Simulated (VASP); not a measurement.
Wanted: the native input for a VASP 6.6.1 run.

```
Task                   : electric field gradients
Functional             : LDA
Potentials or basis    : VASP PAW LDA potentials, release 64 (Ti_sv)
Cutoff                 : 520 eV
k mesh                 : 15 × 15 × 15
Occupations            : fermi-dirac, width 0.05 eV
Spin                   : no spin polarisation
Dipole correction      : no
Further INCAR settings : ALGO = Normal; EDIFF = 1e-08; NBANDS = 12
```

The structure of Ti lies in POSCAR:

```
Ti
1.0
    0.0203000000      2.0401500000      2.0401500000
    2.0401500000      0.0203000000      2.0401500000
    2.0401500000      2.0401500000      0.0203000000
Ti
1
Direct
    0.0000000000      0.0000000000      0.0000000000
```

This cell differs from its parent crystal: equal xy, yz and zx shear strains of +1 %.

The input as run:

INCAR

```
PREC = Accurate ; ENCUT = 520
EDIFF = 1E-8 ; ISMEAR = -1
SIGMA = 0.05 ; LREAL = F
LASPH = T ; NELM = 60
ALGO = Normal ; ISIF = 2
LWAVE = F ; LCHARG = F
LEFG = T ; NBANDS = 12
```

KPOINTS

```
Automatic mesh
0
Gamma
  15 15 15
```

Potentials or basis: VASP PAW LDA potentials, release 64 (Ti_sv).

Command:

```console
$ cat potpaw_LDA.64/Ti_sv/POTCAR > POTCAR
$ mpirun -np 1 vasp_std > vasp.out
```

It gave:

```
Pressure               : -4.9 GPa
Band gap on the k mesh : zero (band 6 reaches 9.16 eV, above the bottom of band 7 at 8.08 eV)
```

Caveat: the cell differs from its parent crystal (equal xy, yz and zx shear strains of +1 %); without QUAD_EFG the Cq values of the log hold for a quadrupole moment of 1 mb, not for the nuclei.

It took 46 s on 1 thread of AMD EPYC 9R45 96-Core Processor (Zen 5) (shared host), peak memory 0.15 GiB.
